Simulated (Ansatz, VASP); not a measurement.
**As: VASP beside Ansatz**

```
As
1.0
     1.94557   -1.94354    0.00000
     1.94557    1.94354    0.00000
     0.00000    0.00000    2.74168
As
1
Direct
  0.00000 0.00000 0.00000
```

Alike in both runs: functional PBE; k mesh 6 × 6 × 6; occupations gaussian, width 0.1 eV; no spin polarisation.

Ansatz relaxed the structure, and its values are those at the end. VASP's run is a single point on that final structure, the one shown.

```csv
,VASP,Ansatz
version,VASP 6.6.1,Ansatz 0.2.0
potentials or method,"VASP PAW PBE potentials, release 64 (As), cutoff 520 eV","scalar-relativistic, plane waves, PAW"
valence electrons in the cell,5,15
```

```tsv
	VASP	Ansatz	Ansatz less VASP
gap on the k mesh at the Fermi level (eV)	none	none	-
pressure (GPa)	0.1	0.0	-0.11
```

A gap of «none» marks a metal or a gap that the smearing closes. VASP's potentials hold 5 valence electrons a cell and Ansatz's 15, so a difference there can come from the potentials and not from the codes.

The k mesh is coarse, so the values compare programs but aren't converged.
